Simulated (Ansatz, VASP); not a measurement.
Two plane-wave programs on Al2O3

INCAR

```
SYSTEM = Al2O3
ALGO = Normal ; EDIFF = 1E-6
ENCUT = 520 ; GGA = PS
ISIF = 2 ; ISMEAR = 0
LASPH = .True. ; LCHARG = .True.
LELF = .True. ; LREAL = .False.
LVHAR = .True. ; LWAVE = .False.
NBANDS = 35 ; NELM = 60
PREC = Accurate ; SIGMA = 0.02
```

Contents of KPOINTS:

```
k-points
0
Gamma
  6 6 6
  0 0 0
```

The input POSCAR:

```
Al2O3
1.0
    2.3866378105      1.3779259824      4.3375827483
   -2.3866378105      1.3779259824      4.3375827483
    0.0000000000     -2.7558519647      4.3375827483
Al O
4 6
Direct
    0.3520470513      0.3520470513      0.3520470513
    0.1479529487      0.1479529487      0.1479529487
    0.6479529487      0.6479529487      0.6479529487
    0.8520470513      0.8520470513      0.8520470513
    0.5558322131      0.9441677869      0.2500000000
    0.2500000000      0.5558322131      0.9441677869
    0.9441677869      0.2500000000      0.5558322131
    0.4441677869      0.0558322131      0.7500000000
    0.7500000000      0.4441677869      0.0558322131
    0.0558322131      0.7500000000      0.4441677869
```

Input for Ansatz:

```yaml
crystal:
  lattice:
    - [2.3866378105, 1.3779259824, 4.3375827483]
    - [-2.3866378105, 1.3779259824, 4.3375827483]
    - [0.0, -2.7558519647, 4.3375827483]
  atoms:
    - { symbol: Al, position: [0.3520470513, 0.3520470513, 0.3520470513] }
    - { symbol: Al, position: [0.1479529487, 0.1479529487, 0.1479529487] }
    - { symbol: Al, position: [0.6479529487, 0.6479529487, 0.6479529487] }
    - { symbol: Al, position: [0.8520470513, 0.8520470513, 0.8520470513] }
    - { symbol: O, position: [0.5558322131, 0.9441677869, 0.25] }
    - { symbol: O, position: [0.25, 0.5558322131, 0.9441677869] }
    - { symbol: O, position: [0.9441677869, 0.25, 0.5558322131] }
    - { symbol: O, position: [0.4441677869, 0.0558322131, 0.75] }
    - { symbol: O, position: [0.75, 0.4441677869, 0.0558322131] }
    - { symbol: O, position: [0.0558322131, 0.75, 0.4441677869] }
basis:
  ecutwfc: 600.0
kpoints:
  mp_grid: { grid: [6, 6, 6] }
hamiltonian:
  xc: pbesol
  pseudopotentials: { kind: paw, azcp: { folder: soft_1 } }
scf:
  occupations: { method: gaussian, width: 0.02 }
output:
  forces: true
  stress: true
  eigenvalues: true
```

Alike in both runs: task single point; functional PBEsol; k mesh 6 × 6 × 6; occupations gaussian, width 0.02 eV; no spin polarisation.

|  | VASP | Ansatz |
| --- | --- | --- |
| version | VASP 6.6.1 | Ansatz 0.2.0 |
| potentials or method | VASP PAW PBE potentials, release 64 (Al, O), cutoff 520 eV | scalar-relativistic, plane waves, PAW |
| valence electrons in the cell | 48 | 48 |

```csv
,VASP,Ansatz,Ansatz less VASP
gap on the k mesh at the Fermi level (eV),6.05,6.04,-0.007
least direct gap on the mesh (eV),6.05,6.04,-0.007
pressure (GPa),0.2,0.0,-0.17
```

VASP's potentials were made for PBE, not for PBEsol, and Ansatz warns of the same on its side. With one functional, cell and mesh, what is left measures potentials, basis and numerics.
